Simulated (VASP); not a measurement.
# BP (F-43m) in VASP: a series of runs, part 2 of 2

VASP 6.6.1. The steps go on from the part before.

### Step 4. Vibrations by perturbation theory, PBEsol

INCAR reads:

```
SYSTEM = BP
PREC     = Accurate       ! precision mode
ENCUT    = 520            ! plane-wave cutoff, eV
EDIFF    = 1E-8           ! SCF threshold, eV
ISMEAR   = 0              ! smearing method
SIGMA    = 0.01           ! smearing width, eV
LREAL    = .FALSE.        ! projectors in reciprocal space
LASPH    = .TRUE.         ! aspherical terms in the spheres
NELM     = 60             ! most SCF steps
ALGO     = Normal         ! electronic algorithm
ISIF     = 2              ! what is computed and relaxed
LWAVE    = .FALSE.        ! write WAVECAR
LCHARG   = .TRUE.         ! write CHGCAR
GGA      = PS             ! functional
NBANDS   = 11             ! bands
IBRION   = 8              ! ionic algorithm
NSW      = 1              ! ionic steps
LEPSILON = .TRUE.         ! dielectric tensor by DFPT
```

KPOINTS reads:

```
regular mesh
0
G
  8 8 8
  0 0 0
```

POSCAR reads:

```
BP
1.0
    0.0000000000      2.2600694606      2.2600694606
    2.2600694606      0.0000000000      2.2600694606
    2.2600694606      2.2600694606      0.0000000000
B P
1 1
Direct
    0.0000000000      0.0000000000      0.0000000000
    0.7500000000      0.7500000000      0.7500000000
```

Potentials or basis: VASP PAW PBE potentials, release 64 (B, P).

Launch:

```sh
$ cat potpaw_PBE.64/B/POTCAR potpaw_PBE.64/P/POTCAR > POTCAR
$ mpirun -np 1 vasp_std > vasp.out
```

OUTCAR:

```text
SYSTEM = BP
   PREC = Accurate
   ENCUT = 520
   EDIFF = 1E-8
   ISMEAR = 0
   LREAL = .FALSE.
   LASPH = .TRUE.
   NELM = 60
   ISIF = 2
   GGA = PS
   IBRION = 8
   NSW = 1
   LEPSILON = .TRUE.

 ion  position               nearest neighbor table
   1  0.000  0.000  0.000-   2 1.96   2 1.96   2 1.96   2 1.96
   2  0.750  0.750  0.750-   1 1.96   1 1.96   1 1.96   1 1.96

  LATTYP: Found a face centered cubic cell.
 ALAT       =     4.5201389212

  Lattice vectors:

 A1 = (   0.0000000000,   2.2600694606,   2.2600694606)
 A2 = (   2.2600694606,   0.0000000000,   2.2600694606)
 A3 = (   2.2600694606,   2.2600694606,   0.0000000000)

Analysis of symmetry for initial positions (statically):
=====================================================================
 Subroutine PRICEL returns:
 Original cell was already a primitive cell.

 Routine SETGRP: Setting up the symmetry group for a
 face centered cubic supercell.

 Subroutine GETGRP returns: Found 24 space group operations
 (whereof 24 operations were pure point group operations)
 out of a pool of 48 trial point group operations.

The static configuration has the point symmetry T_d .

Analysis of symmetry for dynamics (positions and initial velocities):
=====================================================================
 Subroutine PRICEL returns:
 Original cell was already a primitive cell.

 Routine SETGRP: Setting up the symmetry group for a
 face centered cubic supercell.

 Subroutine GETGRP returns: Found 24 space group operations
 (whereof 24 operations were pure point group operations)
 out of a pool of 48 trial point group operations.

The dynamic configuration has the point symmetry T_d .

 Subroutine INISYM returns: Found 24 space group operations
 (whereof 24 operations are pure point group operations),
 and found     1 'primitive' translations

----------------------------------------------------------------------------------------

                                     Primitive cell

  volume of cell :      23.0885

  direct lattice vectors                    reciprocal lattice vectors
     0.000000000  2.260069461  2.260069461    -0.221232139  0.221232139  0.221232139
     2.260069461  0.000000000  2.260069461     0.221232139 -0.221232139  0.221232139
     2.260069461  2.260069461  0.000000000     0.221232139  0.221232139 -0.221232139

  length of vectors
     3.196220883  3.196220883  3.196220883     0.383185304  0.383185304  0.383185304

  position of ions in fractional coordinates (direct lattice)
     0.000000000  0.000000000  0.000000000
     0.750000000  0.750000000  0.750000000
[... 525 lines left out ...]
 -----------------------------------------------------------------------------
    -0.00022 -0.13076  0.00000
    -0.13076 -0.00022  0.00000
     0.00000  0.00000 -0.00018

--------------------------------------- Ionic step        4  -------------------------------------------

------------------------ aborting loop because EDIFF is reached ----------------------------------------

[... ionic steps 5 to 6 ...]

--------------------------------------- Ionic step        7  -------------------------------------------

 Free energy of the ion-electron system (eV)
  ---------------------------------------------------
  ---------------------------------------------------
  free energy    TOTEN  =        -0.04071482 eV

  energy without entropy =       -0.04071482

------------------------ aborting loop because EDIFF is reached ----------------------------------------

 INTERNAL STRAIN TENSOR  FOR ION    2  DIRECTION 1   (eV/Angst):
 -----------------------------------------------------------------------------
    -0.01160  0.00000  0.00000
     0.00000  0.00907  7.44387
     0.00000  7.44387  0.00907

 MACROSCOPIC STATIC DIELECTRIC TENSOR (including local field effects in DFT)
 ------------------------------------------------------
           9.681201    -0.000000    -0.000000
          -0.000000     9.681201    -0.000000
           0.000000    -0.000000     9.681201
 ------------------------------------------------------

 PIEZOELECTRIC TENSOR (including local field effects)  for field in x, y, z        (e  Angst)
          XX          YY          ZZ          XY          YZ          ZX
  --------------------------------------------------------------------------------
  x    -0.00000    -0.00000     0.00000     0.00000    -0.18275     0.00000
  y    -0.00000    -0.00000     0.00000     0.00000     0.00000    -0.18275
  z    -0.00000    -0.00000     0.00000    -0.18275     0.00000     0.00000

 PIEZOELECTRIC TENSOR (including local field effects)  for field in x, y, z        (C/m^2)
          XX          YY          ZZ          XY          YZ          ZX
  --------------------------------------------------------------------------------
  x    -0.00000    -0.00000     0.00000     0.00000    -0.12681     0.00000
  y    -0.00000    -0.00000     0.00000     0.00000     0.00000    -0.12681
  z    -0.00000    -0.00000     0.00000    -0.12681     0.00000     0.00000

 BORN EFFECTIVE CHARGES (including local field effects) (in |e|, cummulative output)
 ---------------------------------------------------------------------------------
 ion    1
    1    -0.53614     0.00000     0.00000
    2     0.00000    -0.53614    -0.00000
    3     0.00000     0.00000    -0.53614
 ion    2
    1     0.53614     0.00000     0.00000
    2     0.00000     0.53614     0.00000
    3     0.00000     0.00000     0.53614

 INTERNAL STRAIN TENSOR FOR ION    2 for displacements in x,y,z  (eV/Angst):
          X           Y           Z          XY          YZ          ZX
  --------------------------------------------------------------------------------
  x    -0.00000     0.00000     0.00000     0.00000     7.44387     0.00000
  y    -0.00000     0.00000    -0.00000     0.00000     0.00000     7.44387
  z     0.00000     0.00000    -0.00000     7.44387     0.00000     0.00000

 SECOND DERIVATIVES (NOT SYMMETRIZED)
 ------------------------------------
               1X          1Y          1Z          2X          2Y          2Z
  1X   -19.392036    0.000000    0.000000   19.392036    0.000000    0.000000
  1Y     0.000000  -19.392036    0.000000    0.000000   19.392036    0.000000
  1Z     0.000000    0.000000  -19.392036    0.000000    0.000000   19.392036
  2X    19.388751    0.000000    0.000000  -19.388751    0.000000    0.000000
  2Y     0.000000   19.388751    0.000000    0.000000  -19.388751    0.000000
  2Z     0.000000    0.000000   19.388751    0.000000    0.000000  -19.388751

 Eigenvectors and eigenvalues of the dynamical matrix
 ----------------------------------------------------

   1 f  =   24.318206 THz   152.795796 2PiTHz  811.168043 cm-1   100.571974 meV
             X         Y         Z           dx          dy          dz
      0.000000  0.000000  0.000000     0.000000    0.860990    0.000000
      3.390104  3.390104  3.390104     0.000000   -0.508622    0.000000
[... 21 lines left out ...]
   6 f/i=    0.000902 THz     0.005667 2PiTHz    0.030087 cm-1     0.003730 meV
             X         Y         Z           dx          dy          dz
      0.000000  0.000000  0.000000     0.000000    0.000000   -0.508622
      3.390104  3.390104  3.390104     0.000000    0.000000   -0.860990

--------------------------------------------------------------------------------------------------------

 MACROSCOPIC STATIC DIELECTRIC TENSOR IONIC CONTRIBUTION
 ------------------------------------------------------
           0.116184    -0.000000    -0.000000
          -0.000000     0.116184     0.000000
          -0.000000     0.000000     0.116184
 ------------------------------------------------------

 ELASTIC MODULI CONTR FROM IONIC RELAXATION (kBar)
 Direction    XX          YY          ZZ          XY          YZ          ZX
 --------------------------------------------------------------------------------
 XX          -0.0000     -0.0000     -0.0000     -0.0000      0.0000      0.0000
 YY          -0.0000     -0.0000     -0.0000     -0.0000     -0.0000     -0.0000
 ZZ          -0.0000     -0.0000     -0.0000      0.0000     -0.0000      0.0000
 XY          -0.0000     -0.0000      0.0000   -210.5825      0.0000     -0.0000
 YZ           0.0000     -0.0000     -0.0000      0.0000   -210.5825      0.0000
 ZX           0.0000     -0.0000      0.0000     -0.0000      0.0000   -210.5825
 --------------------------------------------------------------------------------

 PIEZOELECTRIC TENSOR IONIC CONTR  for field in x, y, z        (C/m^2)
          XX          YY          ZZ          XY          YZ          ZX
  --------------------------------------------------------------------------------
  x    -0.00000     0.00000     0.00000    -0.00000     0.14718    -0.00000
  y    -0.00000     0.00000    -0.00000     0.00000    -0.00000     0.14718
  z     0.00000     0.00000    -0.00000     0.14718    -0.00000     0.00000
```

Wall time 2.8 min (1 thread of Intel Xeon 8259CL, shared host); peak memory 0.19 GiB.

Results:

```yaml
Electronic_dielectric_tensor_diagonal: 9.68
Born_charges_mean_of_the_diagonal: B -0.54; P +0.54 e
Highest_phonon_frequency_at_Γ_LO-TO_splitting_left_out: 811 cm⁻¹
```

Phonon frequencies in cm⁻¹ (negative: imaginary):
```tsv
q point	frequencies
(0.000, 0.000, 0.000)	0 0 0 811 811 811
```

Electronic dielectric tensor:
```
9.68 0.00 0.00
0.00 9.68 0.00
0.00 0.00 9.68
```

Born effective charge tensors (e):
atom 1, B
```
-0.54  0.00  0.00
 0.00 -0.54  0.00
 0.00  0.00 -0.54
```
atom 2, P
```
0.54 0.00 0.00
0.00 0.54 0.00
0.00 0.00 0.54
```
